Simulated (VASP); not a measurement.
Set up this calculation in VASP 6.6.1, as the native input.

```yaml
Task: single point
Functional: PBE
Potentials_or_basis: VASP PAW PBE potentials, release 64 (Ta_pv, H)
Cutoff: 520 eV
k_mesh: 10 × 10 × 10
Occupations: gaussian, width 0.1 eV
Spin: no spin polarisation
Dipole_correction: no
Further_INCAR_settings: ALGO = Normal; EDIFF = 1e-06; NBANDS = 22
```

The structure of Ta2H5 lies in POSCAR:

```
Ta2H5
1.0
    3.8917692481      0.0000000000      0.0000000000
    0.0000000000      3.8917692481      0.0000000000
    0.0000000000      0.0000000000      3.7444020313
Ta H
2 5
Direct
    0.5000000000      0.0000000000      0.5000000000
    0.0000000000      0.5000000000      0.5000000000
    0.5000000000      0.0000000000      0.0000000000
    0.0000000000      0.5000000000      0.0000000000
    0.0000000000      0.0000000000      0.2611728589
    0.0000000000      0.0000000000      0.7388271411
    0.5000000000      0.5000000000      0.0000000000
```

The input as run:

INCAR

```
PREC = Accurate ; ENCUT = 520
EDIFF = 1E-6 ; ISMEAR = 0
SIGMA = 0.1 ; LREAL = False
LASPH = True ; NELM = 80
ALGO = Normal ; ISIF = 2
LWAVE = False ; LCHARG = False
GGA = PE ; NBANDS = 22
```

KPOINTS

```
regular mesh
0
Gamma
  10 10 10
```

Potentials or basis: VASP PAW PBE potentials, release 64 (Ta_pv, H).

The run is started by

```bash
$ cat potpaw_PBE.64/Ta_pv/POTCAR potpaw_PBE.64/H/POTCAR > POTCAR
$ mpirun -np 1 vasp_std > vasp.out
```

Results of the run:

```
Pressure      : 0.0 GPa
Largest force : 0.008 eV/Å
```

Run time: 2.2 min on 1 thread of AMD EPYC 7R43 64-Core Processor (Zen 3) (shared host), peak memory 0.23 GiB.
